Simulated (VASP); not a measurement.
# CaC2 (R-3m) in VASP: notebook, part 2 of 2

VASP 6.6.1. The steps go on from the part before.

## (4) Single point, LDA

This run uses another cell than the first one, of the same volume but with other edges.

INCAR

```
SYSTEM = CaC2
ALGO = Normal
EDIFF = 1E-6
ENCUT = 520
ISIF = 2
ISMEAR = 0
LASPH = .True.
LCHARG = .False.
LREAL = .False.
LWAVE = .False.
NBANDS = 16
NELM = 60
PREC = Accurate
SIGMA = 0.05
```

KPOINTS

```
k-points
0
Gamma
  9 9 9
  0 0 0
```

POSCAR

```
CaC2
1.0
    1.9130312415      1.1044891022      4.0845960217
   -1.9130312415      1.1044891022      4.0845960217
    0.0000000000     -2.2089782045      4.0845960217
Ca C
1 2
Direct
    0.0000000000      0.0000000000      0.0000000000
    0.5529150000      0.5529150000      0.5529150000
    0.4470850000      0.4470850000      0.4470850000
```

Potentials or basis: VASP PAW LDA potentials, release 64 (Ca_sv, C).

The run is started by

```console
$ cat potpaw_LDA.64/Ca_sv/POTCAR potpaw_LDA.64/C/POTCAR > POTCAR
$ mpirun -np 1 vasp_std > vasp.out
```

OUTCAR:

```text
SYSTEM = CaC2
   EDIFF = 1E-6
   ENCUT = 520
   ISIF = 2
   ISMEAR = 0
   LASPH = .True.
   LREAL = .False.
   NELM = 60
   PREC = Accurate

 ion  position               nearest neighbor table
   1  0.000  0.000  0.000-   2 2.61   3 2.61   2 2.61   2 2.61   3 2.61   3 2.61
   2  0.553  0.553  0.553-   3 1.30   1 2.61   1 2.61   1 2.61
   3  0.447  0.447  0.447-   2 1.30   1 2.61   1 2.61   1 2.61

  LATTYP: Found a trigonal (rhomboedric) cell.
 ALAT       =     4.6436525891
 COS(alpha) =     0.6605665183

  Lattice vectors:

 A1 = (   1.9130312415,   1.1044891022,   4.0845960217)
[... 630 lines left out ...]
      6      -2.9435      2.00000
[... 8 lines left out ...]
     15       9.2194      0.00000
     16       9.8790      0.00000

 [... further k-points ...]
[... 5 lines left out ...]
  --------------------------------------------------------------------------------------
  -------------------------------------------------------------------------------------
  Total       -1.0024079     -1.0024079     -6.1928748      0.0000000      0.0000000      0.0000000
  in kB      -31.0149591    -31.0149591   -191.6103769      0.0000000      0.0000000      0.0000000
  external PRESSURE =     -84.5467651 kB  Pullay stress =       0.0000000 kB

 VOLUME and BASIS-vectors are now :
 -----------------------------------------------------------------------------
  energy-cutoff  :      520.00
  volume of cell :       51.78
      direct lattice vectors                 reciprocal lattice vectors
     1.913031241  1.104489102  4.084596022     0.261365308  0.150899331  0.081607418
    -1.913031241  1.104489102  4.084596022    -0.261365308  0.150899331  0.081607418
     0.000000000 -2.208978205  4.084596022     0.000000000 -0.301798662  0.081607418

 POSITION                                       TOTAL-FORCE (eV/Angst)
 -----------------------------------------------------------------------------------
      0.00000      0.00000      0.00000        -0.000000      0.000000      0.000000
      0.00000     -0.00000      6.77530         0.000000      0.000000     -3.171457
      0.00000     -0.00000      5.47848         0.000000     -0.000000      3.171457
 -----------------------------------------------------------------------------------
    total drift:                                0.000000     -0.000000     -0.000000

  FREE ENERGIE OF THE ION-ELECTRON SYSTEM (eV)
  ---------------------------------------------------
  free  energy   TOTEN  =       -21.8888297044 eV

  energy  without entropy=      -21.8888297044  energy(sigma->0) =      -21.88882970
```

OSZICAR:

```text
N       E                     dE             d eps       ncg     rms          rms(c)
DAV:   1     0.111709021889E+03    0.11171E+03   -0.88151E+03  2720   0.106E+03
DAV:   2    -0.184921172411E+02   -0.13020E+03   -0.12542E+03  3480   0.262E+02
DAV:   3    -0.241097783907E+02   -0.56177E+01   -0.55958E+01  3592   0.534E+01
DAV:   4    -0.243442239225E+02   -0.23445E+00   -0.23434E+00  4432   0.917E+00
DAV:   5    -0.243462273438E+02   -0.20034E-02   -0.20034E-02  3600   0.810E-01    0.853E+00
DAV:   6    -0.220779313231E+02    0.22683E+01   -0.45156E+00  3104   0.106E+01    0.390E+00
DAV:   7    -0.219066500060E+02    0.17128E+00   -0.11465E+00  3872   0.551E+00    0.169E+00
DAV:   8    -0.218990654313E+02    0.75846E-02   -0.20369E-01  3528   0.281E+00    0.488E-01
DAV:   9    -0.218885251685E+02    0.10540E-01   -0.51831E-02  3440   0.132E+00    0.130E-01
DAV:  10    -0.218887948560E+02   -0.26969E-03   -0.40154E-03  3360   0.375E-01    0.682E-02
DAV:  11    -0.218888794895E+02   -0.84633E-04   -0.33286E-04  4176   0.113E-01    0.409E-02
DAV:  12    -0.218888297618E+02    0.49728E-04   -0.15892E-04  3448   0.899E-02    0.894E-03
DAV:  13    -0.218888296924E+02    0.69480E-07   -0.13381E-05  3472   0.266E-02    0.323E-03
DAV:  14    -0.218888297044E+02   -0.12069E-07   -0.49124E-07  2120   0.512E-03
   1 F= -.21888830E+02 E0= -.21888830E+02  d E =-.955905E-20
```

Run time: 2.2 min. Hardware: 1 thread of Intel Xeon 8259CL, shared host; peak memory 0.21 GiB.

What came out:

```
Free energy            : -21.8888 eV
Pressure               : -8.5 GPa
Largest force          : 3.171 eV/Å
Band gap on the k mesh : 2.53 eV (least direct gap 3.42 eV)
```

Forces in eV/Å, atoms in the order of the input:
```
Ca   0.000  0.000  0.000
C    0.000  0.000 -3.171
C    0.000  0.000  3.171
```

Stress tensor (GPa, compression positive):
```
 -3.10   0.00   0.00
  0.00  -3.10   0.00
  0.00   0.00 -19.16
```

Levels at points of the mesh, in eV from the valence-band top:
```tsv
k point	band 7	band 8	band 9	band 10	band 11	band 12
(0.00, 0.00, 0.00)	-2.66	-0.39	-0.39	3.13	3.13	4.40
```

Caveat: the cell stands under tension; an odd mesh through Γ misses points on the zone boundary, where band edges can lie; forces of over 1 eV/Å act on the atoms, so gaps and moduli don't describe the material at rest.

## (5) The runs side by side

| cell | gap on the mesh (eV) | pressure (GPa) | largest force (eV/Å) |
| --- | --- | --- | --- |
| a = 4.742 Å, angles 46.8°, 3 atoms | 2.40 | -11.3 | 5.32 |
| a = 4.470 Å, angles 52.3°, 3 atoms | 2.71 | -1.7 | 2.62 |
| a = 4.644 Å, angles 48.7°, 3 atoms | 2.53 | -8.5 | 3.17 |

Alike in all rows: task single point; level LDA; potentials or basis VASP PAW LDA potentials, release 64 (Ca_sv, C); no spin polarisation; k mesh 9 × 9 × 9; cutoff (eV) 520; smearing gaussian 0.05 eV.

Caveats: an odd mesh through Γ misses points on the zone boundary, where band edges can lie; forces of over 1 eV/Å act on the atoms, so gaps and moduli don't describe the material at rest; the cell stands under tension (at least some runs).

Absolute energies hang on the potentials; compare differences alone.
